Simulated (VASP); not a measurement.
# Cs2H4Cl (I4/mmm) in VASP: single point with r2SCAN

Aim: the single point of Cs2H4Cl with r2SCAN.

Everything below comes from runs of VASP 6.6.1. Logs are shortened: lines on timing, memory, paths and dates and some standing lists are left out, and cuts for length are marked.

## 1. The cell of the first run

It takes space group I4/mmm (No. 139, tetragonal). Conventional cell: a = 4.652 Å, b = 4.652 Å, c = 15.343 Å, α = 90.00°, β = 90.00°, γ = 90.00°. Cs (site symmetry 4mm) has 9 H at 3.07 to 3.29 Å and 4 Cl at 4.01 Å within 4.1 Å. Cl (site symmetry 4/mmm) has 6 H at 2.30 to 2.33 Å within 3.0 Å. H (site symmetry 4mm) has 1 Cl at 2.30 Å and 1 Cs at 3.07 Å within 3.1 Å. Within 3.1 Å of H (site symmetry mmm) lie 2 Cl at 2.33 Å.

## 2. Single point, r2SCAN

The input, POSCAR:

```
Cs2H4Cl
1.0
    0.0000000000      4.6524630000      0.0000000000
    4.6524630000      0.0000000000      0.0000000000
    2.3262310000      2.3262310000     -7.6713510000
Cs Cl H
2 1 4
Direct
    0.3500000000      0.3500000000      0.3000000000
    0.6500000000      0.6500000000      0.7000000000
    0.0000000000      0.0000000000      0.0000000000
    0.1500000000      0.1500000000      0.7000000000
    0.8500000000      0.8500000000      0.3000000000
    0.0000000000      0.5000000000      0.0000000000
    0.5000000000      0.0000000000      0.0000000000
```

The input, INCAR.step1:

```
  PREC = Accurate
  ENCUT = 550
  ISMEAR = -1
  SIGMA = 0.1
  LREAL = F
  LASPH = T
  NELM = 120
  NBANDS = 24
  GGA = PE
  ALGO = Normal
  EDIFF = 1E-5
  LWAVE = T
  LCHARG = F
  GGA_COMPAT = F
```

The input, INCAR.step2:

```
  PREC = Accurate
  ENCUT = 550
  EDIFF = 1E-6
  ISMEAR = -1
  SIGMA = 0.1
  LREAL = F
  LASPH = T
  NELM = 120
  ALGO = Normal
  ISIF = 2
  LWAVE = F
  LCHARG = F
  METAGGA = R2SCAN
  LMIXTAU = T
  NBANDS = 24
  ISTART = 1
  GGA_COMPAT = F
```

The input, KPOINTS:

```
regular mesh
0
Gamma
  8 8 8
```

Potentials or basis: VASP PAW PBE potentials, release 64 (Cs_sv, Cl, H).

Started as:

```sh
$ cat potpaw_PBE.64/Cs_sv/POTCAR potpaw_PBE.64/Cl/POTCAR potpaw_PBE.64/H/POTCAR > POTCAR
$ cp INCAR.step1 INCAR
$ mpirun -np 1 vasp_std > vasp.out
$ cp INCAR.step2 INCAR
$ mpirun -np 1 vasp_std > vasp.out
```

OUTCAR:

```text
PREC = Accurate
   ENCUT = 550
   EDIFF = 1E-6
   ISMEAR = -1
   LREAL = F
   LASPH = T
   NELM = 120
   ISIF = 2
   METAGGA = R2SCAN
   ISTART = 1

 ion  position               nearest neighbor table
   1  0.350  0.350  0.300-
   2  0.650  0.650  0.700-
   3  0.000  0.000  0.000-
   4  0.150  0.150  0.700-
   5  0.850  0.850  0.300-
   6  0.000  0.500  0.000-
   7  0.500  0.000  0.000-

  LATTYP: Found a body centered tetragonal cell.
 ALAT       =     4.6524630000
 C/A-ratio  =     3.2977590579

  Lattice vectors:

 A1 = (  -2.3262310000,   2.3262320000,   7.6713510000)
 A2 = (   2.3262320000,  -2.3262310000,   7.6713510000)
 A3 = (   2.3262310000,   2.3262310000,  -7.6713510000)

Analysis of symmetry for initial positions (statically):
=====================================================================
 Subroutine PRICEL returns:
 Original cell was already a primitive cell.

 Routine SETGRP: Setting up the symmetry group for a
 body centered tetragonal supercell.

 Subroutine GETGRP returns: Found 16 space group operations
 (whereof 16 operations were pure point group operations)
 out of a pool of 16 trial point group operations.

The static configuration has the point symmetry D_4h.

Analysis of symmetry for dynamics (positions and initial velocities):
=====================================================================
 Subroutine PRICEL returns:
 Original cell was already a primitive cell.

 Routine SETGRP: Setting up the symmetry group for a
 body centered tetragonal supercell.

 Subroutine GETGRP returns: Found 16 space group operations
 (whereof 16 operations were pure point group operations)
 out of a pool of 16 trial point group operations.

The dynamic configuration has the point symmetry D_4h.

 Subroutine INISYM returns: Found 16 space group operations
 (whereof 16 operations are pure point group operations),
 and found     1 'primitive' translations

----------------------------------------------------------------------------------------

                                     Primitive cell

  volume of cell :     166.0496

  direct lattice vectors                    reciprocal lattice vectors
     0.000000000  4.652463000  0.000000000     0.000000000  0.214939915  0.065177554
     4.652463000  0.000000000  0.000000000     0.214939915  0.000000000  0.065177554
     2.326231000  2.326231000 -7.671351000     0.000000000  0.000000000 -0.130355136

  length of vectors
     4.652463000  4.652463000  8.346995118     0.224604720  0.224604720  0.130355136

  position of ions in fractional coordinates (direct lattice)
     0.350000000  0.350000000  0.300000000
     0.650000000  0.650000000  0.700000000
     0.000000000  0.000000000  0.000000000
     0.150000000  0.150000000  0.700000000
     0.850000000  0.850000000  0.300000000
     0.000000000  0.500000000  0.000000000
     0.500000000  0.000000000  0.000000000

  ion indices of the primitive-cell ions
   primitive index   ion index
                 1           1
                 2           2
                 3           3
                 4           4
                 5           5
                 6           6
                 7           7

----------------------------------------------------------------------------------------

 KPOINTS: regular mesh

Automatic generation of k-mesh.
 Grid dimensions read from file:
 generate k-points for:    8    8    8

 Generating k-lattice:

  Cartesian coordinates                     Fractional coordinates (reciprocal lattice)
     0.000000000  0.026867489  0.008147194     0.125000000  0.000000000  0.000000000
     0.026867489  0.000000000  0.008147194     0.000000000  0.125000000  0.000000000
     0.000000000  0.000000000 -0.016294392     0.000000000  0.000000000  0.125000000

  Length of vectors
     0.028075590  0.028075590  0.016294392

  Shift w.r.t. Gamma in fractional coordinates (k-lattice)
     0.000000000  0.000000000  0.000000000

 Subroutine IBZKPT returns following result:
 ===========================================

 Found     59 irreducible k-points:

 Following reciprocal coordinates:
            Coordinates               Weight
  0.000000  0.000000  0.000000      1.000000
  0.125000  0.000000 -0.000000      8.000000
  0.250000  0.000000 -0.000000      8.000000
  0.375000  0.000000  0.000000      8.000000
  0.500000  0.000000 -0.000000      4.000000
  0.125000  0.125000 -0.000000      8.000000
[... 16 lines left out ...]
  0.250000  0.000000  0.125000      4.000000
  0.375000  0.000000  0.125000      8.000000
 [... further k-points ...]
   k-points           NKPTS =     59   k-points in BZ     NKDIM =     59   number of bands    NBANDS=     24
   number of dos      NEDOS =    301   number of ions     NIONS =      7
   total plane-waves  NPLWV =  82944
   dimension x,y,z NGX =    36 NGY =   36 NGZ =   64
   dimension x,y,z NGXF=    72 NGYF=   72 NGZF=  128
   ions per type =               2   1   4
   NGX,Y,Z   is equivalent  to a cutoff of  12.86, 12.86, 12.75 a.u.
   NGXF,Y,Z  is equivalent  to a cutoff of  25.73, 25.73, 25.49 a.u.
 SYSTEM =  unknown system
   PREC   = accura    normal or accurate (medium, high low for compatibility)
   ISTART =      1    job   : 0-new  1-cont  2-samecut
   ICHARG =      0    charge: 1-file 2-atom 10-const
   ISPIN  =      1    spin polarized calculation?
   LNONCOLLINEAR =      F non collinear calculations
   LSORBIT =      F    spin-orbit coupling
   LASPH  =      T    aspherical Exc in radial PAW
   ENCUT  =  550.0 eV  40.42 Ry    6.36 a.u.   8.90  8.90 15.96*2*pi/ulx,y,z
   NELM   =    120;   NELMIN=  2; NELMDL=  0     # of ELM steps
   EDIFF  = 0.1E-05   stopping-criterion for ELM
   LREAL  =      F    real-space projection
   EDIFFG = 0.1E-04   stopping-criterion for IOM
   NSW    =      0    number of steps for IOM
   IBRION =     -1    ionic relax: 0-MD 1-quasi-New 2-CG
   NFREE  =      0    steps in history (QN), initial steepest desc. (CG)
   ISIF   =      2    stress and relaxation
   ISYM   =      2    0-nonsym 1-usesym 2-fastsym
   POTIM  = 0.5000    time-step for ionic-motion
   TEBEG  =    0.0;   TEEND  =   0.0 temperature during run
   PSTRESS=    0.0 pullay stress
   NELECT =      29.0000    total number of electrons
   NUPDOWN=      -1.0000    fix difference up-down
   EMIN   =  10.00;   EMAX   =-10.00  energy-range for DOS
   EFERMI =   0.00;   METHOD = LEGACY
   ISMEAR =    -1;   SIGMA  =   0.10  broadening in eV -4-tet -1-fermi 0-gaus
   EFERMI_NEDOS =   21; number of points for ismear=-14 and -15
   IALGO  =     38    algorithm
   IMIX   =      4    mixing-type and parameters
     AMIX     =   0.40;   BMIX     =  1.00
     AMIX_MAG =   1.60;   BMIX_MAG =  1.00
  volume/ion in A,a.u.               =      23.72       160.08
  Fermi-wavevector in a.u.,A,eV,Ry     =   0.915085  1.729261 11.393262  0.837381
  Thomas-Fermi vector in A             =   2.039786
   LORBIT       =      0    0 simple, 1 ext, 2 COOP (PROOUT), +10 PAW based schemes
   METAGGA = R2SCAN    functional components
   LHFCALC =     F    Hartree Fock is set to
   AEXX    =    0.0000 exact exchange contribution
   IVDW    =     0    specifies the selected vdW correction
   LEPSILON=     F    determine dielectric tensor
   LRPA    =     F    only Hartree local field effects (RPA)
 non-spin polarized calculation
  energy-cutoff  :      550.00
  volume of cell :      166.05
 maximum number of plane-waves:      4908
   NGX = 17   NGY = 17   NGZ = 31

 number of electron      28.9999999 magnetization

 Free energy of the ion-electron system (eV)
  ---------------------------------------------------
  ext. energy  EPLUGINS =         0.00000000
  ---------------------------------------------------
  free energy    TOTEN  =       -66.91695570 eV

  energy without entropy =      -66.73793558  energy(sigma->0) =      -66.82744564

 E-fermi :   0.4564     XC(G=0):  -7.9432

 val. band max:        0.4417710646   @ k =  -0.2500   0.1250   0.0000
 cond. band min:       0.4610980342   @ k =   0.5000   0.2500   0.1250
 fundamental gap:      0.0193269696
 Fermi energy:         0.4563976068

 k-point     1 :       0.0000    0.0000    0.0000
  band No.  band energies     occupation
      1     -21.9924      2.00000
      2     -21.9236      2.00000
      3     -15.8479      2.00000
      4      -8.7302      2.00000
      5      -8.3505      2.00000
      6      -8.3505      2.00000
[... 16 lines left out ...]
     23       7.2861      0.00000
     24       7.3465      0.00000

 k-point     2 :       0.1250    0.0000   -0.0000
  band No.  band energies     occupation
      1     -21.9870      2.00000
      2     -21.9233      2.00000
      3     -15.8415      2.00000
      4      -8.7269      2.00000
      5      -8.4365      2.00000
      6      -8.3408      2.00000
[... 16 lines left out ...]
     23       6.9038      0.00000
     24       7.0828      0.00000

 k-point     3 :       0.2500    0.0000   -0.0000
  band No.  band energies     occupation
      1     -21.9728      2.00000
      2     -21.9238      2.00000
      3     -15.8258      2.00000
      4      -8.7305      2.00000
      5      -8.5860      2.00000
      6      -8.3539      2.00000
[... 16 lines left out ...]
     23       6.8050      0.00000
     24       7.0709      0.00000

 k-point     4 :       0.3750    0.0000    0.0000
  band No.  band energies     occupation
      1     -21.9553      2.00000
      2     -21.9275      2.00000
      3     -15.8100      2.00000
      4      -8.7692      2.00000
      5      -8.6970      2.00000
      6      -8.4082      2.00000
[... 16 lines left out ...]
     23       6.7663      0.00000
     24       7.2793      0.00000

 k-point     5 :       0.5000    0.0000   -0.0000
  band No.  band energies     occupation
      1     -21.9437      2.00000
      2     -21.9334      2.00000
      3     -15.8034      2.00000
      4      -8.8015      2.00000
      5      -8.7316      2.00000
      6      -8.4150      2.00000
[... 16 lines left out ...]
     23       6.6558      0.00000
     24       7.4155      0.00000

 k-point     6 :       0.1250    0.1250   -0.0000
  band No.  band energies     occupation
      1     -21.9811      2.00000
      2     -21.9236      2.00000
      3     -15.8349      2.00000
      4      -8.7107      2.00000
      5      -8.4402      2.00000
      6      -8.4058      2.00000
[... 16 lines left out ...]
     23       7.0851      0.00000
     24       7.1997      0.00000
[... 379 lines left out ...]
 k-point    21 :       0.5000    0.5000   -0.0000
  band No.  band energies     occupation
      1     -21.9252      2.00000
      2     -21.9155      2.00000
      3     -15.7496      2.00000
      4      -8.7442      2.00000
      5      -8.6737      2.00000
      6      -8.5017      2.00000
[... 16 lines left out ...]
     23       8.1432      0.00000
     24       8.4618      0.00000

 k-point    22 :       0.0000    0.0000    0.1250
  band No.  band energies     occupation
      1     -21.9910      2.00000
      2     -21.9250      2.00000
      3     -15.8481      2.00000
      4      -8.7128      2.00000
      5      -8.3547      2.00000
      6      -8.3547      2.00000
[... 16 lines left out ...]
     23       7.3678      0.00000
     24       7.3696      0.00000

 k-point    23 :       0.2500    0.0000    0.1250
  band No.  band energies     occupation
      1     -21.9741      2.00000
      2     -21.9225      2.00000
      3     -15.8256      2.00000
      4      -8.7439      2.00000
      5      -8.5866      2.00000
      6      -8.3556      2.00000
[... 16 lines left out ...]
     23       6.7782      0.00000
     24       7.0402      0.00000

 k-point    24 :       0.3750    0.0000    0.1250
  band No.  band energies     occupation
      1     -21.9574      2.00000
      2     -21.9254      2.00000
      3     -15.8098      2.00000
      4      -8.7753      2.00000
      5      -8.7078      2.00000
      6      -8.4126      2.00000
[... 16 lines left out ...]
     23       6.8136      0.00000
     24       7.3073      0.00000

 [... further k-points ...]

------------------------ aborting loop because EDIFF is reached ----------------------------------------

  FORCE on cell =-STRESS in cart. coord.  units (eV):
  Direction    XX          YY          ZZ          XY          YZ          ZX
  --------------------------------------------------------------------------------------
  -------------------------------------------------------------------------------------
  Total       -3.2689791     -3.2689791      0.7313206      0.0000000      0.0000000      0.0000000
  in kB      -31.5416945    -31.5416945      7.0563594      0.0000000      0.0000005      0.0000005
  external PRESSURE =     -18.6756765 kB  Pullay stress =       0.0000000 kB

 VOLUME and BASIS-vectors are now :
 -----------------------------------------------------------------------------
  energy-cutoff  :      550.00
  volume of cell :      166.05
      direct lattice vectors                 reciprocal lattice vectors
     0.000000000  4.652463000  0.000000000     0.000000000  0.214939915  0.065177554
     4.652463000  0.000000000  0.000000000     0.214939915  0.000000000  0.065177554
     2.326231000  2.326231000 -7.671351000     0.000000000  0.000000000 -0.130355136

 POSITION                                       TOTAL-FORCE (eV/Angst)
 -----------------------------------------------------------------------------------
      2.32623      2.32623     -2.30141         0.000000      0.000000      0.522287
      4.65246      4.65246     -5.36995        -0.000000     -0.000000     -0.522287
      0.00000      0.00000      0.00000         0.000000      0.000000      0.000000
      2.32623      2.32623     -5.36995         0.000000      0.000000      0.346906
      4.65246      4.65246     -2.30141        -0.000000     -0.000000     -0.346906
      2.32623      0.00000      0.00000         0.000000      0.000000      0.000000
      0.00000      2.32623      0.00000         0.000000      0.000000      0.000000
 -----------------------------------------------------------------------------------
    total drift:                                0.000000      0.000000     -0.000000

  FREE ENERGIE OF THE ION-ELECTRON SYSTEM (eV)
  ---------------------------------------------------
  free  energy   TOTEN  =       -66.9169556954 eV

  energy  without entropy=      -66.7379355781  energy(sigma->0) =      -66.82744564
```

It took 23 min on 1 thread of Intel Xeon 8259CL, shared host; peak memory 0.46 GiB.

Results:

* Free energy: -66.9170 eV
* Pressure: -1.9 GPa
* Largest force: 0.522 eV/Å
* Band gap on the k mesh: zero (an odd number of electrons rules out a gap without spin polarisation)

Forces in eV/Å, atoms in the order of the input:
```
Cs   0.000  0.000  0.522
Cs   0.000  0.000 -0.522
Cl   0.000  0.000  0.000
H    0.000  0.000  0.347
H    0.000  0.000 -0.347
H    0.000  0.000  0.000
H    0.000  0.000  0.000
```

Caveat: the PAW data sets were made with another functional, which shifts forces and pressure a little; spin-orbit coupling is left out, which moves the levels of the heavy elements; an odd number of electrons without spin polarisation forces a metal; a magnetic or distorted state may lie lower.
